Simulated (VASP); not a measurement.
Input of a VASP 6.6.1 run:

Contents of INCAR:

```
PREC = Accurate ; ENCUT = 520
EDIFF = 1E-8 ; ISMEAR = -1
SIGMA = 0.05 ; LREAL = False
LASPH = True ; NELM = 100
ALGO = Normal ; ISIF = 2
LWAVE = False ; LCHARG = False
GGA = CA ; LEFG = True
NBANDS = 11
```

The input KPOINTS:

```
Automatic mesh
0
Gamma
  12 12 9
```

POSCAR

```
MgB2
1.0
    3.0642953789      0.0000000000      0.0000000000
   -1.5321476895      2.6537576429      0.0000000000
    0.0000000000      0.0000000000      3.4993549923
Mg B
1 2
Direct
    0.0000000000      0.0000000000      0.0000000000
    0.3333333333      0.6666666667      0.5000000000
    0.6666666667      0.3333333333      0.5000000000
```

Potentials or basis: VASP PAW LDA potentials, release 64 (Mg, B).

The run is started by

```sh
$ cat potpaw_LDA.64/Mg/POTCAR potpaw_LDA.64/B/POTCAR > POTCAR
$ mpirun -np 1 vasp_std > vasp.out
```

Task: Estimate the band gap on the k mesh.

Result: Zero (band 4 reaches 7.16 eV, above the bottom of band 5 at 3.42 eV).

Task: What does it give for the pressure?

Result: -5.3 GPa.

Stress tensor (GPa, compression positive):
```
-5.29  0.00  0.00
 0.00 -5.29  0.00
 0.00  0.00 -5.42
```

Caveat: without QUAD_EFG the Cq values of the log hold for a quadrupole moment of 1 mb, not for the nuclei.
